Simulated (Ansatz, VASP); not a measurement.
**Zr3O: VASP beside Ansatz**

```xyz
4
Lattice="4.1441 0.0000 0.0000 0.0000 4.1441 0.0000 0.0000 0.0000 4.1441" Properties=species:S:1:pos:R:3 pbc="T T T"
Zr    0.0000    2.0720    2.0720
Zr    2.0720    0.0000    2.0720
Zr    2.0720    2.0720    0.0000
O     0.0000    0.0000    0.0000
```

Alike in both runs: task relaxation of cell and atoms; functional r2SCAN; k mesh 12 × 12 × 12; occupations gaussian, width 0.1 eV; no spin polarisation.

```csv
,VASP,Ansatz
version,VASP 6.6.1,Ansatz 0.2.0
potentials or method,"VASP PAW PBE potentials, release 64 (Zr_sv, O), cutoff 600 eV","scalar-relativistic, plane waves, PAW"
valence electrons in the cell,42,42
```

```tsv
	VASP	Ansatz	Ansatz less VASP
gap on the k mesh at the Fermi level, each at its own relaxed structure (eV)	none	none	-
relaxed volume (Å³/atom)	18.26	18.25	-0.013
relaxed length of the cell vector where the two differ most in proportion (Å)	4.180	4.179	-0.0010
```

VASP's potentials were made for PBE, not for r2SCAN. A gap of «none» marks a metal or a gap that the smearing closes.
